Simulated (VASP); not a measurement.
# Mn3GaC (Pm-3m) in VASP: single point with LDA

Aim: the single point of Mn3GaC with LDA.

Everything below comes from runs of VASP 6.6.1. Logs are shortened: lines on timing, memory, paths and dates and some standing lists are left out, and cuts for length are marked.

### 1 The cell of the first run

Symmetry: Pm-3m, No. 221, cubic system. The conventional cell has a = 3.896 Å, b = 3.896 Å, c = 3.896 Å, α = 90.00°, β = 90.00°, γ = 90.00°. Mn (site symmetry 4/mmm) has 2 C at 1.95 Å within 2.6 Å. Ga (site symmetry m-3m) has 12 Mn at 2.75 Å and 8 C at 3.37 Å within 3.6 Å. Within 2.6 Å of C (site symmetry m-3m) lie 6 Mn at 1.95 Å.

### 2 Single point, LDA, collinear spin, ferromagnetic start

INCAR

```
  PREC = Accurate
  ENCUT = 520
  EDIFF = 1E-7
  ISMEAR = -1
  SIGMA = 0.05
  LREAL = F
  LASPH = T
  NELM = 150
  ALGO = Normal
  ISIF = 2
  LWAVE = F
  LCHARG = F
  ISPIN = 2
  MAGMOM = 4 4 4 0 0
  LORBIT = 11
  LMAXMIX = 4
  NBANDS = 40
```

KPOINTS

```
Automatic mesh
0
Gamma
  6 6 6
```

POSCAR

```
Mn3GaC
1.0
    3.8960000000      0.0000000000      0.0000000000
    0.0000000000      3.8960000000      0.0000000000
    0.0000000000      0.0000000000      3.8960000000
Mn Ga C
3 1 1
Direct
    0.0000000000      0.5000000000      0.5000000000
    0.5000000000      0.0000000000      0.5000000000
    0.5000000000      0.5000000000      0.0000000000
    0.0000000000      0.0000000000      0.0000000000
    0.5000000000      0.5000000000      0.5000000000
```

Potentials or basis: VASP PAW LDA potentials, release 64 (Mn_pv, Ga_d, C).

On the command line:

```bash
> cat potpaw_LDA.64/Mn_pv/POTCAR potpaw_LDA.64/Ga_d/POTCAR potpaw_LDA.64/C/POTCAR > POTCAR
> mpirun -np 1 vasp_std > vasp.out
```

OUTCAR:

```text
PREC = Accurate
   ENCUT = 520
   EDIFF = 1E-7
   ISMEAR = -1
   LREAL = F
   LASPH = T
   NELM = 150
   ISIF = 2
   ISPIN = 2
   LORBIT = 11

 ion  position               nearest neighbor table
   1  0.000  0.500  0.500-   5 1.95   5 1.95   4 2.75   2 2.75   3 2.75   4 2.75   2 2.75   4 2.75
                             4 2.75   2 2.75   3 2.75   3 2.75   3 2.75   2 2.75
   2  0.500  0.000  0.500-   5 1.95   5 1.95   4 2.75   1 2.75   3 2.75   4 2.75   1 2.75   3 2.75
                             3 2.75   3 2.75   1 2.75   4 2.75   4 2.75   1 2.75
   3  0.500  0.500  0.000-   5 1.95   5 1.95   4 2.75   1 2.75   1 2.75   2 2.75   2 2.75   2 2.75
                             4 2.75   2 2.75   1 2.75   4 2.75   1 2.75   4 2.75
   4  0.000  0.000  0.000-   1 2.75   2 2.75   3 2.75   1 2.75   2 2.75   1 2.75   3 2.75   1 2.75
                             2 2.75   3 2.75   2 2.75   3 2.75
   5  0.500  0.500  0.500-   1 1.95   2 1.95   3 1.95   3 1.95   2 1.95   1 1.95

  LATTYP: Found a simple cubic cell.
 ALAT       =     3.8960000000

  Lattice vectors:

 A1 = (   3.8960000000,   0.0000000000,   0.0000000000)
 A2 = (   0.0000000000,   3.8960000000,   0.0000000000)
 A3 = (   0.0000000000,   0.0000000000,   3.8960000000)

Analysis of symmetry for initial positions (statically):
=====================================================================
 Subroutine PRICEL returns:
 Original cell was already a primitive cell.

 Routine SETGRP: Setting up the symmetry group for a
 simple cubic supercell.

 Subroutine GETGRP returns: Found 48 space group operations
 (whereof 48 operations were pure point group operations)
 out of a pool of 48 trial point group operations.

The static configuration has the point symmetry O_h .

Analysis of symmetry for dynamics (positions and initial velocities):
=====================================================================
 Subroutine PRICEL returns:
 Original cell was already a primitive cell.

 Routine SETGRP: Setting up the symmetry group for a
 simple cubic supercell.

 Subroutine GETGRP returns: Found 48 space group operations
 (whereof 48 operations were pure point group operations)
 out of a pool of 48 trial point group operations.

The dynamic configuration has the point symmetry O_h .

Analysis of structural, dynamic, and magnetic symmetry:
=====================================================================
 Subroutine PRICEL returns:
 Original cell was already a primitive cell.

 Routine SETGRP: Setting up the symmetry group for a
 simple cubic supercell.

 Subroutine GETGRP returns: Found 48 space group operations
 (whereof 48 operations were pure point group operations)
 out of a pool of 48 trial point group operations.

The overall configuration has the point symmetry O_h .

 Subroutine INISYM returns: Found 48 space group operations
 (whereof 48 operations are pure point group operations),
 and found     1 'primitive' translations

----------------------------------------------------------------------------------------

                                     Primitive cell

  volume of cell :      59.1367

  direct lattice vectors                    reciprocal lattice vectors
     3.896000000  0.000000000  0.000000000     0.256673511  0.000000000  0.000000000
     0.000000000  3.896000000  0.000000000     0.000000000  0.256673511  0.000000000
     0.000000000  0.000000000  3.896000000     0.000000000  0.000000000  0.256673511

  length of vectors
     3.896000000  3.896000000  3.896000000     0.256673511  0.256673511  0.256673511

  position of ions in fractional coordinates (direct lattice)
     0.000000000  0.500000000  0.500000000
     0.500000000  0.000000000  0.500000000
     0.500000000  0.500000000  0.000000000
     0.000000000  0.000000000  0.000000000
     0.500000000  0.500000000  0.500000000

  ion indices of the primitive-cell ions
   primitive index   ion index
                 1           1
                 2           2
                 3           3
                 4           4
                 5           5

----------------------------------------------------------------------------------------

 KPOINTS: Automatic mesh
[... 28 lines left out ...]
  0.500000  0.000000  0.000000      3.000000
  0.166667  0.166667  0.000000     12.000000
  0.333333  0.166667  0.000000     24.000000
[... 12 lines left out ...]
  0.500000  0.500000  0.333333      6.000000
  0.500000  0.500000  0.500000      1.000000
   k-points           NKPTS =     20   k-points in BZ     NKDIM =     20   number of bands    NBANDS=     40
   number of dos      NEDOS =    301   number of ions     NIONS =      5
   total plane-waves  NPLWV =  27000
   dimension x,y,z NGX =    30 NGY =   30 NGZ =   30
   dimension x,y,z NGXF=    60 NGYF=   60 NGZF=   60
   ions per type =               3   1   1
   NGX,Y,Z   is equivalent  to a cutoff of  12.80, 12.80, 12.80 a.u.
   NGXF,Y,Z  is equivalent  to a cutoff of  25.60, 25.60, 25.60 a.u.
 SYSTEM =  unknown system
   PREC   = accura    normal or accurate (medium, high low for compatibility)
   ISTART =      0    job   : 0-new  1-cont  2-samecut
   ICHARG =      2    charge: 1-file 2-atom 10-const
   ISPIN  =      2    spin polarized calculation?
   LNONCOLLINEAR =      F non collinear calculations
   LSORBIT =      F    spin-orbit coupling
   LASPH  =      T    aspherical Exc in radial PAW
   ENCUT  =  520.0 eV  38.22 Ry    6.18 a.u.   7.24  7.24  7.24*2*pi/ulx,y,z
   NELM   =    150;   NELMIN=  2; NELMDL= -5     # of ELM steps
   EDIFF  = 0.1E-06   stopping-criterion for ELM
   LREAL  =      F    real-space projection
   EDIFFG = 0.1E-05   stopping-criterion for IOM
   NSW    =      0    number of steps for IOM
   IBRION =     -1    ionic relax: 0-MD 1-quasi-New 2-CG
   NFREE  =      0    steps in history (QN), initial steepest desc. (CG)
   ISIF   =      2    stress and relaxation
   ISYM   =      2    0-nonsym 1-usesym 2-fastsym
   POTIM  = 0.5000    time-step for ionic-motion
   TEBEG  =    0.0;   TEEND  =   0.0 temperature during run
   PSTRESS=    0.0 pullay stress
   NELECT =      56.0000    total number of electrons
   NUPDOWN=      -1.0000    fix difference up-down
   EMIN   =  10.00;   EMAX   =-10.00  energy-range for DOS
   EFERMI =   0.00;   METHOD = LEGACY
   ISMEAR =    -1;   SIGMA  =   0.05  broadening in eV -4-tet -1-fermi 0-gaus
   EFERMI_NEDOS =   21; number of points for ismear=-14 and -15
   IALGO  =     38    algorithm
   IMIX   =      4    mixing-type and parameters
     AMIX     =   0.40;   BMIX     =  1.00
     AMIX_MAG =   1.60;   BMIX_MAG =  1.00
  volume/ion in A,a.u.               =      11.83        79.81
  Fermi-wavevector in a.u.,A,eV,Ry     =   1.607627  3.037974 35.163764  2.584464
  Thomas-Fermi vector in A             =   2.703625
   LORBIT       =     11    0 simple, 1 ext, 2 COOP (PROOUT), +10 PAW based schemes
   GGA     = CA    functional components
   LHFCALC =     F    Hartree Fock is set to
   AEXX    =    0.0000 exact exchange contribution
   IVDW    =     0    specifies the selected vdW correction
   LEPSILON=     F    determine dielectric tensor
   LRPA    =     F    only Hartree local field effects (RPA)
 spin polarized calculation
  energy-cutoff  :      520.00
  volume of cell :       59.14
 maximum number of plane-waves:      1622
 NGX is ok and might be reduce to    30
   NGX = 15   NGY = 15   NGZ = 15

 number of electron      56.0000000 magnetization      12.0000000

 number of electron      55.9999889 magnetization       4.1577746

 Free energy of the ion-electron system (eV)
  ---------------------------------------------------
  ext. energy  EPLUGINS =         0.00000000
  ---------------------------------------------------
  free energy    TOTEN  =       -44.14494397 eV

  energy without entropy =      -44.10875532  energy(sigma->0) =      -44.12684964

 E-fermi :   8.0239     XC(G=0): -13.0878

 val. band max:        8.0171985720   @ k =   0.5000   0.5000   0.1667
 cond. band min:       8.0507173338   @ k =   0.5000   0.3333   0.1667
 fundamental gap:      0.0335187617
 Fermi energy:         8.0238945106

 spin component 1

 k-point     1 :       0.0000    0.0000    0.0000
  band No.  band energies     occupation
      1     -40.2750      1.00000
      2     -40.2750      1.00000
      3     -40.2750      1.00000
      4     -40.0830      1.00000
      5     -40.0830      1.00000
      6     -40.0830      1.00000
[... 849 lines left out ...]
     39      18.4205      0.00000
     40      18.4205      0.00000
 Fermi energy:         8.0238945106

 spin component 2

 k-point     1 :       0.0000    0.0000    0.0000
  band No.  band energies     occupation
      1     -39.0906      1.00000
      2     -39.0906      1.00000
      3     -39.0906      1.00000
      4     -38.5669      1.00000
      5     -38.5669      1.00000
      6     -38.5669      1.00000
[... 849 lines left out ...]
     39      18.8096      0.00000
     40      18.8096      0.00000

------------------------ aborting loop because EDIFF is reached ----------------------------------------

  FORCE on cell =-STRESS in cart. coord.  units (eV):
  Direction    XX          YY          ZZ          XY          YZ          ZX
  --------------------------------------------------------------------------------------
  -------------------------------------------------------------------------------------
  Total       -9.3942887     -9.3942887     -9.3942887     -0.0000000      0.0000000     -0.0000000
  in kB     -254.5174959   -254.5174959   -254.5174959     -0.0000000      0.0000000     -0.0000000
  external PRESSURE =    -254.5174959 kB  Pullay stress =       0.0000000 kB

 VOLUME and BASIS-vectors are now :
 -----------------------------------------------------------------------------
  energy-cutoff  :      520.00
  volume of cell :       59.14
      direct lattice vectors                 reciprocal lattice vectors
     3.896000000  0.000000000  0.000000000     0.256673511  0.000000000  0.000000000
     0.000000000  3.896000000  0.000000000     0.000000000  0.256673511  0.000000000
     0.000000000  0.000000000  3.896000000     0.000000000  0.000000000  0.256673511

 POSITION                                       TOTAL-FORCE (eV/Angst)
 -----------------------------------------------------------------------------------
      0.00000      1.94800      1.94800         0.000000      0.000000      0.000000
      1.94800      0.00000      1.94800         0.000000      0.000000      0.000000
      1.94800      1.94800      0.00000         0.000000      0.000000      0.000000
      0.00000      0.00000      0.00000         0.000000      0.000000      0.000000
      1.94800      1.94800      1.94800         0.000000      0.000000      0.000000
 -----------------------------------------------------------------------------------
    total drift:                                0.000000      0.000000     -0.000000

  FREE ENERGIE OF THE ION-ELECTRON SYSTEM (eV)
  ---------------------------------------------------
  free  energy   TOTEN  =       -44.1449439712 eV

  energy  without entropy=      -44.1087553174  energy(sigma->0) =      -44.12684964

 total charge

# of ion       s       p       d       tot
------------------------------------------
    1        0.306   6.340   5.197  11.844
    2        0.306   6.340   5.197  11.844
    3        0.306   6.340   5.197  11.844
    4        0.865   0.764   9.989  11.619
    5        0.886   1.563   0.000   2.449
--------------------------------------------------
tot          2.670  21.349  25.581  49.599

 magnetization (x)

# of ion       s       p       d       tot
------------------------------------------
    1        0.002   0.002   1.414   1.418
    2        0.002   0.002   1.414   1.418
    3        0.002   0.002   1.414   1.418
    4       -0.020  -0.064   0.012  -0.072
    5       -0.011  -0.084   0.000  -0.095
--------------------------------------------------
tot         -0.025  -0.142   4.255   4.088
```

Wall time 81 s (1 thread of Intel Xeon Platinum 8259CL at 2.50GHz (Skylake/Cascade Lake), shared host); peak memory 0.2 GiB.

Results:

* Free energy: -44.1449 eV
* Pressure: -25.5 GPa
* Net moment: 4.16 μB per cell
* Site moments: Mn +1.42; Ga -0.07; C -0.10 μB
* Valence electrons inside the program's atomic spheres: Mn 11.84; Ga 11.62; C 2.45

Levels at points of the mesh, in eV from the Fermi level:
Spin up:
```tsv
k point	band 27	band 28	band 29	band 30	band 31	band 32	band 33	band 34
(0.00, 0.00, 0.00)	-0.85	-0.60	-0.60	0.42	0.51	0.51	0.51	2.96
(0.50, 0.00, 0.00)	-0.82	-0.82	-0.68	-0.28	0.51	1.27	1.27	2.60
(0.50, 0.50, 0.00)	-0.79	-0.73	-0.51	-0.50	-0.24	0.94	0.94	2.42
(0.50, 0.50, 0.50)	-1.54	-1.54	-0.55	-0.55	0.36	0.36	0.36	1.41
```
Spin down:
```tsv
k point	band 22	band 23	band 24	band 25	band 26	band 27	band 28	band 29	band 30	band 31
(0.00, 0.00, 0.00)	-2.11	-1.87	-1.87	0.60	0.60	0.63	0.63	0.63	1.66	1.66
(0.50, 0.00, 0.00)	-1.97	-1.87	-0.78	-0.13	0.30	0.43	0.43	0.51	0.95	1.66
(0.50, 0.50, 0.00)	-1.78	-0.75	-0.75	-0.43	-0.43	0.26	0.41	0.57	1.11	1.19
(0.50, 0.50, 0.50)	-1.84	-0.62	-0.62	-0.62	-0.47	-0.47	-0.47	1.05	1.05	1.58
```

Caveat: the cell stands under tension.
